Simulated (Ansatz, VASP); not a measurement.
# Two plane-wave programs on Ga

```xyz
4
Lattice="2.2553 -3.8224 0.0000 2.2553 3.8224 0.0000 0.0000 0.0000 4.6522" Properties=species:S:1:pos:R:3 pbc="T T T"
Ga    2.2553    2.6566    0.3652
Ga    2.2553   -1.1658    1.9609
Ga    2.2553   -2.6566    4.2870
Ga    2.2553    1.1658    2.6913
```

Change from the starting cell: zz strain of +3 %, PAW files.

Alike in both runs: task electric field gradients; functional PBEsol; k mesh 9 × 9 × 8; occupations fermi-dirac, width 0.05 eV; no spin polarisation.

|  | VASP | Ansatz |
| --- | --- | --- |
| version | VASP 6.6.1 | Ansatz 0.2.0 |
| potentials or method | VASP PAW PBE potentials, release 64 (Ga_d) | PAW with Ansatz's default frozen-core files, scalar-relativistic |
| plane-wave cutoff (eV) | 520 | 420 |
| valence electrons in the cell | 52 | 52 |

Ansatz gave:

* pressure (GPa): -2.5
* traceless stress, the component that is largest in VASP (GPa): 2.57
* rms of the force components (eV/Å): 0.295
* size of Vzz on the site where it differs most (V/Å²): 51.9

Q: Which values does VASP return?

A: Pressure (GPa): -2.5; traceless stress, the component that is largest in VASP (GPa): 2.55; rms of the force components (eV/Å): 0.291; size of Vzz on the site where it differs most (V/Å²): 50.1.

VASP's potentials were made for PBE, not for PBEsol. Atom by atom the forces differ by 0.003 eV/Å (rms over components).
